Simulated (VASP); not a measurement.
Runs of VASP 6.6.1 on HgTe. The structure is that of space group F-43m (No. 216), or close to it. The cells are those of the table. 

```csv
task,cell,k mesh,cutoff (eV),gap on the mesh (eV),pressure (GPa),relaxed volume (Å³/atom)
single point,"a = 4.702 Å, angles 60.0°, 2 atoms",12 × 12 × 12,520,none,0.1,-
relaxation of cell and atoms,"relaxed from a = 4.702 Å, angles 60.0°, 2 atoms",12 × 12 × 12,600,none,0.0,36.85
single point,"a = 4.702, b = 6.650 Å, angles 135.0, 60.0, 90.0°, 2 atoms",8 × 5 × 15,520,none,0.1,-
relaxation of cell and atoms,"relaxed from a = 4.559 Å, angles 60.0°, 2 atoms",12 × 12 × 12,600,none,0.0,(a)
```

Alike in all rows: level PBE; potentials or basis VASP PAW PBE potentials, release 64 (Hg, Te); no spin polarisation; smearing gaussian 0.1 eV.

**Question.** Fill in the values left out.

**Answer.** (a) 36.81.

Caveats: spin-orbit coupling is left out, which moves the levels of the heavy elements.

A k mesh can miss the band edges, and the runs leave out spin-orbit coupling on Hg, Te.

A gap of «none» marks levels without a gap at the run's occupations.
